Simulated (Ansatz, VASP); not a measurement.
**One calculation of ZrB2, two programs**

```
CELL_PARAMETERS angstrom
3.21930 0.00000 0.00000
-1.60965 2.78800 0.00000
0.00000 0.00000 3.36771
ATOMIC_POSITIONS crystal
Zr 0.00000 0.00000 0.00000
B 0.33333 0.66667 0.50000
B 0.66667 0.33333 0.50000
```

Alike in both runs: task single point; functional PBEsol; k mesh 18 × 18 × 12; occupations gaussian, width 0.15 eV; no spin polarisation.

|  | VASP | Ansatz |
| --- | --- | --- |
| version | VASP 6.6.1 | Ansatz 0.2.0 |
| potentials or method | VASP PAW PBE potentials, release 64 (Zr_sv, B), cutoff 520 eV | scalar-relativistic, plane waves, PAW |
| valence electrons in the cell | 18 | 18 |

```csv
,VASP,Ansatz,Ansatz less VASP
gap on the k mesh at the Fermi level (eV),none,none,-
pressure (GPa),-0.1,-0.5,-0.36
"traceless stress, the component that is largest in VASP (GPa)",13.64,13.64,-0.003
```

VASP's potentials were made for PBE, not for PBEsol. A gap of «none» marks a metal or a gap that the smearing closes. The functional is the same, so the differences come from potentials, cutoffs and numerics.
